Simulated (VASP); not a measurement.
# Tl (R-3m) in VASP: further runs, part 2 of 2

VASP 6.6.1. Earlier steps stand in the parts before.

## (5) Electric field gradients, PBEsol (shortest bond scaled by 0.64)

INCAR reads:

```
  ALGO = Normal
  EDIFF = 1E-8
  ENCUT = 520
  GGA = PS
  ISIF = 2
  ISMEAR = -1
  LASPH = T
  LCHARG = F
  LEFG = T
  LREAL = F
  LWAVE = F
  NBANDS = 20
  NELM = 80
  PREC = Accurate
  SIGMA = 0.05
```

KPOINTS reads:

```
k-points
0
Gamma
  8 8 8
```

POSCAR reads:

```
Tl
1.0
    0.0000000000      3.4017220227      3.4017220227
    3.4017220227      0.0000000000      3.4017220227
    3.4017220227      3.4017220227      0.0000000000
Tl
2
Direct
   -0.2600000000     -0.0800000000     -0.0800000000
    0.2600000000      0.0800000000      0.0800000000
```

Potentials or basis: VASP PAW PBE potentials, release 64 (Tl_d).

Command:

```console
cat potpaw_PBE.64/Tl_d/POTCAR > POTCAR
mpirun -np 1 vasp_std > vasp.out
```

OUTCAR:

```text
EDIFF = 1E-8
   ENCUT = 520
   GGA = PS
   ISIF = 2
   ISMEAR = -1
   LASPH = T
   LREAL = F
   NELM = 80
   PREC = Accurate

 ion  position               nearest neighbor table
   1  0.740  0.920  0.920-   2 1.89   2 3.45   2 3.45   2 3.45
   2  0.260  0.080  0.080-   1 1.89   1 3.45   1 3.45   1 3.45

 -----------------------------------------------------------------------------
|                                                                             |
|           W    W    AA    RRRRR   N    N  II  N    N   GGGG   !!!           |
|           W    W   A  A   R    R  NN   N  II  NN   N  G    G  !!!           |
|           W    W  A    A  R    R  N N  N  II  N N  N  G       !!!           |
|           W WW W  AAAAAA  RRRRR   N  N N  II  N  N N  G  GGG   !            |
|           WW  WW  A    A  R   R   N   NN  II  N   NN  G    G                |
|           W    W  A    A  R    R  N    N  II  N    N   GGGG   !!!           |
|                                                                             |
|     The distance between some ions is very small. Please check the          |
|     nearest-neighbor list in the OUTCAR file.                               |
|     I HOPE YOU KNOW WHAT YOU ARE DOING!                                     |
[... 768 lines left out ...]
 -----------------------------------------------------------------------------------
      6.25917      5.64686      5.64686       -23.820345     23.820345     23.820345
      0.54428      1.15659      1.15659        23.820345    -23.820345    -23.820345
 -----------------------------------------------------------------------------------
    total drift:                               -0.000000     -0.000000     -0.000000

  FREE ENERGIE OF THE ION-ELECTRON SYSTEM (eV)
  ---------------------------------------------------
  free  energy   TOTEN  =         6.0420526834 eV

  energy  without entropy=        6.0525039759  energy(sigma->0) =        6.04727833

 Electric field gradients (V/A^2)
---------------------------------------------------------------------
 ion       V_xx      V_yy      V_zz      V_xy      V_xz      V_yz
---------------------------------------------------------------------
   1      -0.000     0.000     0.000   433.226   433.226  -433.225
   2      -0.000     0.000     0.000   433.226   433.226  -433.225
---------------------------------------------------------------------

 Electric field gradients after diagonalization (V/A^2)
 (convention: |V_zz| > |V_xx| > |V_yy|)
----------------------------------------------------------------------
 ion       V_xx      V_yy      V_zz     asymmetry (V_yy - V_xx)/ V_zz
----------------------------------------------------------------------
   1     433.226   433.225  -866.451       0.000
   2     433.226   433.225  -866.451       0.000
----------------------------------------------------------------------

           NMR quadrupolar parameters

 Cq : quadrupolar parameter    Cq=e*Q*V_zz/h
 eta: asymmetry parameters     (V_yy - V_xx)/ V_zz
 Q  : nuclear electric quadrupole moment in mb (millibarn)
----------------------------------------------------------------------
 ion       Cq(MHz)       eta       Q (mb)
----------------------------------------------------------------------
   1      -2.095       0.000       1.000
   2      -2.095       0.000       1.000
----------------------------------------------------------------------
```

OSZICAR:

```text
N       E                     dE             d eps       ncg     rms          rms(c)
DAV:   1     0.141438731999E+03    0.14144E+03   -0.13795E+04  2624   0.117E+03
DAV:   2     0.888225898892E+01   -0.13256E+03   -0.13039E+03  2844   0.268E+02
DAV:   3     0.587897182364E+01   -0.30033E+01   -0.29937E+01  2980   0.363E+01
DAV:   4     0.584527208616E+01   -0.33700E-01   -0.33695E-01  2848   0.397E+00
DAV:   5     0.584449119257E+01   -0.78089E-03   -0.78088E-03  2980   0.569E-01    0.292E+01
DAV:   6     0.597439269135E+01    0.12990E+00   -0.56645E-02  2764   0.165E+00    0.175E+01
DAV:   7     0.604088956068E+01    0.66497E-01   -0.60553E-02  2724   0.166E+00    0.335E-01
DAV:   8     0.604207775784E+01    0.11882E-02   -0.74516E-03  2748   0.598E-01    0.507E-02
DAV:   9     0.604206101310E+01   -0.16745E-04   -0.16716E-04  2924   0.836E-02    0.283E-02
DAV:  10     0.604205402998E+01   -0.69831E-05   -0.90690E-06  2816   0.208E-02    0.127E-02
DAV:  11     0.604205278744E+01   -0.12425E-05   -0.13379E-06  2872   0.817E-03    0.187E-03
DAV:  12     0.604205268720E+01   -0.10024E-06   -0.19735E-07  2844   0.269E-03    0.588E-04
DAV:  13     0.604205268337E+01   -0.38367E-08   -0.11331E-08  1856   0.686E-04
   1 F= 0.60420527E+01 E0= 0.60472783E+01  d E =-.104513E-01
```

Wall time 28 s (1 thread of Intel Xeon 6975P-C (Granite Rapids), shared host); peak memory 0.24 GiB.

What came out:

| Quantity | Value |
| --- | --- |
| Free energy | 6.0421 eV |
| Pressure | 48.1 GPa |
| Largest force | 41.258 eV/Å |
| Band gap on the k mesh | zero (band 13 reaches 5.47 eV, above the bottom of band 14 at 2.77 eV) |

Forces on the atoms (eV/Å):
```
Tl  -23.820  23.820  23.820
Tl   23.820 -23.820 -23.820
```

Stress tensor (GPa, compression positive):
```
 48.14 -52.08 -52.08
-52.08  48.14  52.08
-52.08  52.08  48.14
```

Levels at points of the mesh, in eV from the Fermi level:
```csv
k point,band 9,band 10,band 11,band 12,band 13,band 14,band 15,band 16,band 17,band 18
"(0.00, 0.00, 0.00)",-10.82,-10.46,-9.60,0.05,1.02,2.32,2.32,4.59,4.59,5.17
"(0.50, 0.00, 0.00)",-10.55,-10.31,-8.20,-5.35,0.63,0.63,2.87,5.92,5.92,6.45
"(0.00, 0.50, 0.00)",-10.67,-10.37,-8.69,-3.57,0.36,0.99,2.39,3.33,5.99,6.68
"(0.50, 0.50, 0.00)",-10.52,-10.31,-8.22,-4.29,-0.50,0.66,0.67,3.18,8.76,8.91
```

Electric field gradients, principal values (V/Å²):
| atom | least | middle | greatest (by size) |
| --- | --- | --- | --- |
| 1 Tl | 433.225 | 433.226 | -866.451 |
| 2 Tl | 433.225 | 433.226 | -866.451 |

Caveat: the cell differs from its parent crystal (shortest bond scaled by 0.64); without QUAD_EFG the Cq values of the log hold for a quadrupole moment of 1 mb, not for the nuclei; the PAW data sets were made with another functional, which shifts forces and pressure a little; spin-orbit coupling is left out, which moves the levels of the heavy elements.
